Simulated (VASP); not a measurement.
Runs of VASP 6.6.1 on Mg3Te. The structure is that of space group I4/mmm (No. 139), or close to it. The cells are those of the table. 

```csv
cell,further INCAR settings,gap on the mesh (eV),pressure (GPa)
"a = 5.869 Å, angles 135.8, 135.8, 64.2°, 4 atoms",ALGO = Fast; EDIFF = 1e-06; NBANDS = 14,none,-0.3
"a = 6.224 Å, angles 139.3, 139.3, 58.9°, 4 atoms",ALGO = Fast; EDIFF = 1e-07; NBANDS = 14,none,-1.5
"a = 5.784 Å, angles 135.8, 135.8, 64.3°, 4 atoms",ALGO = Fast; EDIFF = 1e-07; NBANDS = 14,none,(a)
"a = 5.989 Å, angles 139.3, 139.3, 58.8°, 4 atoms",ALGO = Fast; EDIFF = 1e-06; NBANDS = 14,none,3.1
"a = 6.139 Å, angles 139.8, 139.8, 58.1°, 4 atoms",ALGO = Fast; EDIFF = 1e-06; NBANDS = 14,none,0.8
"a = 6.241 Å, angles 139.8, 139.8, 58.2°, 4 atoms",ALGO = Fast; EDIFF = 1e-06; NBANDS = 14,none,(b)
```

Alike in all rows: task single point; level PBE; potentials or basis VASP PAW PBE potentials, release 64 (Mg, Te); no spin polarisation; k mesh 14 × 14 × 14; cutoff (eV) 520; smearing gaussian 0.1 eV.

Fill in the values left out.

(a) 1.4; (b) -1.0.

Caveats: spin-orbit coupling is left out, which moves the levels of the heavy elements; the cell stands under pressure (at least some runs).

A k mesh can miss the band edges, and the runs leave out spin-orbit coupling on Te.

A gap of «none» marks levels without a gap at the run's occupations.
